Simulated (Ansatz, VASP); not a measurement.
## AlN: VASP beside Ansatz

POSCAR

```
AlN
1.0
    0.0000000000      2.1839935596      2.1839935596
    2.1839935596      0.0000000000      2.1839935596
    2.1839935596      2.1839935596      0.0000000000
Al N
1 1
Direct
   -0.0121412923      0.0000000000      0.0000000000
    0.7500000000      0.7500000000      0.7500000000
```

File INCAR.step1:

```
SYSTEM = AlN
PREC     = Accurate       ! precision mode
ENCUT    = 520            ! plane-wave cutoff, eV
ISMEAR   = 0              ! smearing method
SIGMA    = 0.05           ! smearing width, eV
LREAL    = .False.        ! projectors in reciprocal space
LASPH    = .True.         ! aspherical terms in the spheres
NELM     = 100            ! most SCF steps
NBANDS   = 11             ! bands
GGA      = PE             ! functional
ALGO     = Normal         ! electronic algorithm
EDIFF    = 1E-4           ! SCF threshold, eV
LWAVE    = .True.         ! write WAVECAR
LCHARG   = .False.        ! write CHGCAR
```

INCAR.step2

```
SYSTEM = AlN
PREC     = Accurate       ! precision mode
ENCUT    = 520            ! plane-wave cutoff, eV
EDIFF    = 1E-6           ! SCF threshold, eV
ISMEAR   = 0              ! smearing method
SIGMA    = 0.05           ! smearing width, eV
LREAL    = .False.        ! projectors in reciprocal space
LASPH    = .True.         ! aspherical terms in the spheres
NELM     = 100            ! most SCF steps
ALGO     = Normal         ! electronic algorithm
ISIF     = 2              ! what is computed and relaxed
LWAVE    = .False.        ! write WAVECAR
LCHARG   = .False.        ! write CHGCAR
METAGGA  = R2SCAN         ! meta-GGA
LMIXTAU  = .True.       
NBANDS   = 11             ! bands
ISTART   = 1
```

Contents of KPOINTS:

```
Automatic mesh
0
Gamma
  10 10 10
  0 0 0
```

Input for Ansatz:

```yaml
crystal:
  lattice:
    - [0.0, 2.1839935596, 2.1839935596]
    - [2.1839935596, 0.0, 2.1839935596]
    - [2.1839935596, 2.1839935596, 0.0]
  atoms:
    - { symbol: Al, position: [-0.0121412923, 0.0, 0.0] }
    - { symbol: "N", position: [0.75, 0.75, 0.75] }
basis:
  ecutwfc: 500
kpoints:
  mp_grid: { grid: [10, 10, 10] }
hamiltonian:
  xc: r2scan
scf:
  occupations: { method: gaussian, width: 0.05 }
output:
  forces: true
  stress: true
  eigenvalues: true
```

Change from the starting cell: all Al atoms moved +0.037 Å, as atom 1 towards its neighbour atom 1 (Al) at 3.089 Å.

Alike in both runs: task single point; functional r2SCAN; k mesh 10 × 10 × 10; occupations gaussian, width 0.05 eV; no spin polarisation.

```csv
,VASP,Ansatz
version,VASP 6.6.1,Ansatz 0.2.0
potentials or method,"VASP PAW PBE potentials, release 64 (Al, N), cutoff 520 eV","scalar-relativistic, plane waves, PAW"
valence electrons in the cell,8,8
```

```tsv
	VASP	Ansatz	Ansatz less VASP
gap on the k mesh at the Fermi level (eV)	3.83	3.84	+0.007
least direct gap on the mesh (eV)	4.79	4.75	-0.040
pressure (GPa)	0.0	0.4	+0.39
traceless stress, the component that is largest in VASP (GPa)	1.81	1.77	-0.033
rms of the force components (eV/Å)	0.329	0.326	-0.0025
```

VASP's potentials were made for PBE, not for r2SCAN. Atom by atom the forces differ by 0.002 eV/Å (rms over components).
